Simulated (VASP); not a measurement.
Runs of VASP 6.6.1 on Au. The structure is that of space group Fm-3m (No. 225), or close to it. The cells are those of the table. 

```csv
task,cell,k mesh,gap on the mesh (eV),pressure (GPa)
single point,"a = 2.881 Å, angles 60.0°, 1 atom",18 × 18 × 18,none,(a)
single point,"a = 2.998 Å, angles 60.0°, 1 atom",18 × 18 × 18,none,(c)
relaxation of cell and atoms,"relaxed from a = 2.945 Å, angles 60.0°, 1 atom",18 × 18 × 18,none,0.0
single point,"a = 2.970 Å, angles 60.0°, 1 atom",18 × 18 × 18,none,-4.1
single point,"a = 3.026 Å, angles 60.0°, 1 atom",18 × 18 × 18,none,-9.5
single point,"a = 2.941 Å, angles 60.0°, 1 atom",18 × 18 × 18,none,-0.3
single point,"a = 2.911 Å, angles 60.0°, 1 atom",18 × 18 × 18,none,4.4
single point,"a = 2.945 Å, angles 60.0°, 1 atom",8 × 8 × 8,none,-0.2
single point,"a = 2.850 Å, angles 60.0°, 1 atom",18 × 18 × 18,none,(b)
```

Alike in all rows: level PBE; potentials or basis VASP PAW PBE potentials, release 64 (Au); no spin polarisation; smearing gaussian 0.1 eV.

Question: Estimate the missing entries.

Answer: (a) 10.1; (b) 17.1; (c) -7.1.

Caveats: spin-orbit coupling is left out, which moves the levels of the heavy elements; the cell stands under pressure (at least some runs); the cell stands under tension (at least some runs).

A k mesh can miss the band edges, and the runs leave out spin-orbit coupling on Au.

A gap of «none» marks levels without a gap at the run's occupations.
